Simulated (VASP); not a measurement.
# TiO2 (Rutile): single point with r2SCAN

Crystal: TiO2 (Rutile).

```
CELL_PARAMETERS angstrom
4.59672 0.00000 0.00000
0.00000 4.59672 0.00000
0.00000 0.00000 2.95370
ATOMIC_POSITIONS crystal
Ti 0.00000 0.00000 0.00000
Ti 0.50000 0.50000 0.50000
O 0.30461 0.30461 0.00000
O 0.19539 0.80461 0.50000
O 0.69539 0.69539 0.00000
O 0.80461 0.19539 0.50000
```

* Program: VASP 6.6.1
* Task: single point
* Functional: r2SCAN
* Potentials or basis: VASP PAW PBE potentials, release 64 (Ti_sv, O)
* Cutoff: 520 eV
* k mesh: 6 × 6 × 10
* Occupations: gaussian, width 0.01 eV
* Spin: no spin polarisation

* Pressure: 1.3 GPa
* Largest force: 0.034 eV/Å
* Band gap on the k mesh: 2.23 eV, direct

Forces on the atoms (eV/Å):
```
Ti   0.000  0.000  0.000
Ti   0.000  0.000  0.000
O   -0.024 -0.024  0.000
O    0.024 -0.024  0.000
O    0.024  0.024  0.000
O   -0.024  0.024  0.000
```

Stress tensor (GPa, compression positive):
```
1.02 0.00 0.00
0.00 1.02 0.00
0.00 0.00 1.72
```

Levels at points of the mesh, in eV from the valence-band top:
```tsv
k point	band 20	band 21	band 22	band 23	band 24	band 25	band 26	band 27	band 28	band 29
(0.00, 0.00, 0.00)	-2.07	-0.76	-0.49	-0.49	0.00	2.23	2.55	2.79	2.88	2.88
(0.50, 0.00, 0.00)	-3.15	-1.70	-1.70	-0.77	-0.77	2.92	2.92	3.41	3.41	3.95
(0.50, 0.50, 0.00)	-2.21	-1.38	-1.38	-1.13	-1.13	2.27	2.27	2.90	2.90	4.21
(0.00, 0.00, 0.50)	-2.89	-2.40	-2.40	-1.48	-1.48	3.33	3.33	3.59	3.59	4.04
(0.50, 0.00, 0.50)	-2.47	-2.08	-2.08	-1.09	-1.09	2.29	2.29	3.62	3.62	4.29
(0.50, 0.50, 0.50)	-2.86	-1.32	-1.32	-0.72	-0.72	2.97	2.97	3.60	3.60	3.64
```

Wall time 4.3 min on 1 thread of Intel(R) Xeon(R) Platinum 8488C (Sapphire Rapids), with other jobs on the host, peak memory 0.24 GiB.

Caveat: the PAW data sets were made with another functional, which shifts forces and pressure a little. r2SCAN opens gaps a little over a GGA but as a rule still falls short of measured ones.
